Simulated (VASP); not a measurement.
# NaCl: relaxation of cell and atoms with LDA

NaCl:

```
Cl Na
1.0
     3.50219    0.00000    0.00000
     0.00000    3.50219    0.00000
     0.00000    0.00000    3.50219
Cl Na
1 1
Direct
  0.50000 0.50000 0.50000
  0.00000 0.00000 0.00000
```

```yaml
Program: VASP 6.6.1
Task: relaxation of cell and atoms
Functional: LDA
Potentials_or_basis: VASP PAW LDA potentials, release 64 (Cl, Na_pv)
Cutoff: 600 eV
k_mesh: 8 × 8 × 8
Occupations: fermi-dirac, width 0.05 eV
Spin: no spin polarisation
Dipole_correction: no
Further_INCAR_settings: ALGO = Normal; EDIFF = 1e-07; IBRION = 2; EDIFFG = -0.01; NSW = 60; ISIF = 3
```

| Property | Result |
| --- | --- |
| Relaxed volume | 19.11 Å³/atom |
| Relaxed cell | a = 3.368 Å, b = 3.368 Å, c = 3.368 Å, α = 90.00°, β = 90.00°, γ = 90.00° |
| Space group after relaxing (to 0.1 Å) | Pm-3m (No. 221) |
| Energy gained by relaxing | 25.4 meV/atom |
| Ionic steps | 4 |
| Pressure after relaxing | 0.0 GPa |
| Band gap on the k mesh | 4.02 eV (least direct gap 4.63 eV) |

Step by step:
| step | energy change (eV) | largest force (eV/Å) | pressure (GPa) | volume (Å³) |
| --- | --- | --- | --- | --- |
| 1 | 0.0000 | 0.0000 | -3.08 | 42.96 |
| 2 | -0.0384 | 0.0000 | -1.71 | 40.44 |
| 3 | -0.0507 | 0.0000 | -0.22 | 38.48 |
| 4 | -0.0508 | 0.0000 | 0.03 | 38.22 |

Final structure:
```cif
data_structure
_symmetry_space_group_name_H-M 'P 1'
_symmetry_Int_Tables_number 1
_cell_length_a 3.3684
_cell_length_b 3.3684
_cell_length_c 3.3684
_cell_angle_alpha 90.000
_cell_angle_beta 90.000
_cell_angle_gamma 90.000
_cell_volume 38.22
loop_
_atom_site_label
_atom_site_type_symbol
_atom_site_fract_x
_atom_site_fract_y
_atom_site_fract_z
_atom_site_occupancy
Cl1 Cl 0.50000 0.50000 0.50000 1
Na1 Na 0.00000 0.00000 0.00000 1
```

Levels at points of the mesh, in eV from the valence-band top:
```
           k point  band 3  band 4  band 5  band 6  band 7  band 8  band 9  band 10  band 11
(0.00, 0.00, 0.00)  -21.93  -13.77   -0.61   -0.61   -0.61    4.02    8.12     8.12    16.38
(0.50, 0.00, 0.00)  -21.93  -13.26   -3.62   -0.33   -0.33    6.92    9.06    10.24    11.88
(0.50, 0.50, 0.00)  -21.92  -12.90   -2.78   -2.78    0.00    5.14    9.83    11.42    11.42
(0.50, 0.50, 0.50)  -21.98  -12.52   -2.29   -2.29   -2.29    6.75    6.75     6.75    12.20
```

It took 22 s on 1 thread of AMD EPYC 9R14 (Zen 4), on a shared host, peak memory 0.12 GiB.

A k mesh can miss the band edges.
